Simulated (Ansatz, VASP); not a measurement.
Ge: VASP beside Ansatz

```
CELL_PARAMETERS angstrom
1.95168 1.12680 3.61916
-1.95168 1.12680 3.61916
0.00000 -2.25361 3.61916
ATOMIC_POSITIONS crystal
Ge 0.22754 0.22754 0.22754
Ge 0.77246 0.77246 0.77246
```

Alike in both runs: task relaxation of cell and atoms; functional r2SCAN; k mesh 6 × 6 × 6; occupations gaussian, width 0.1 eV; no spin polarisation.

|  | VASP | Ansatz |
| --- | --- | --- |
| version | VASP 6.6.1 | Ansatz 0.2.0 |
| potentials or method | VASP PAW PBE potentials, release 64 (Ge_d), cutoff 600 eV | scalar-relativistic, plane waves, PAW |
| valence electrons in the cell | 28 | 28 |

Ansatz gave:

```
gap on the k mesh at the Fermi level, each at its own relaxed structure (eV) : none
relaxed volume (Å³/atom)                                                     : 19.35
relaxed cell length with the largest relative difference (Å)                 : 3.825
```

Question: Estimate VASP's values.

Answer: gap on the k mesh at the Fermi level, each at its own relaxed structure (eV): none; relaxed volume (Å³/atom): 19.35; relaxed cell length with the largest relative difference (Å): 3.775.

VASP's potentials were made for PBE, not for r2SCAN. A gap of «none» marks a metal or a gap that the smearing closes.

Noted on VASP's run: the volume moved by over 15 % at a fixed basis, so the end points are rough.
